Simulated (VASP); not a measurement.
Set up this calculation in VASP 6.6.1, as the native input.

```yaml
Task: single point
Functional: PBEsol
Dispersion: D3(BJ)
Potentials_or_basis: VASP PAW PBE potentials, release 64 (C)
Cutoff: 520 eV
k_mesh: 21 × 21 × 8
Occupations: gaussian, width 0.15 eV
Spin: no spin polarisation
Dipole_correction: no
Further_INCAR_settings: ALGO = Normal; EDIFF = 1e-06; NBANDS = 16
```

The structure of C lies in POSCAR:

```
C
1.0
    2.4382113034      0.0000000000      0.0000000000
   -1.2191056517      2.1115529285      0.0000000000
    0.0000000000      0.0000000000      6.5270608834
C
4
Direct
    0.0000000000      0.0000000000      0.0025000000
    0.0000000000      0.0000000000      0.5025000000
    0.3333333333      0.6666666667      0.0025000000
    0.6666666667      0.3333333333      0.5025000000
```

This cell differs from its parent crystal: volume 8.401 Å^3 an atom, c/a of the conventional cell 2.6770.

The input as run:

INCAR

```
SYSTEM = C
PREC = Accurate ; ENCUT = 520
EDIFF = 1E-6 ; ISMEAR = 0
SIGMA = 0.15 ; LREAL = .FALSE.
LASPH = .TRUE. ; NELM = 80
ALGO = Normal ; ISIF = 2
LWAVE = .FALSE. ; LCHARG = .FALSE.
GGA = PS ; IVDW = 12
NBANDS = 16
```

KPOINTS

```
Automatic mesh
0
G
  21 21 8
  0 0 0
```

Potentials or basis: VASP PAW PBE potentials, release 64 (C).

Run with:

```sh
$ cat potpaw_PBE.64/C/POTCAR > POTCAR
$ mpirun -np 1 vasp_std > vasp.out
```

It gave:

```
Pressure                   : 8.5 GPa
Band gap on the k mesh     : zero (band 8 reaches 5.05 eV, above the bottom of band 9 at 5.01 eV)
Dispersion energy per atom : -0.113 eV
```

Caveat: the PAW data sets were made with another functional, which shifts forces and pressure a little.

Run time: 44 s on 1 thread of Intel(R) Xeon(R) 6975P-C (Granite Rapids) (shared host), peak memory 0.21 GiB.
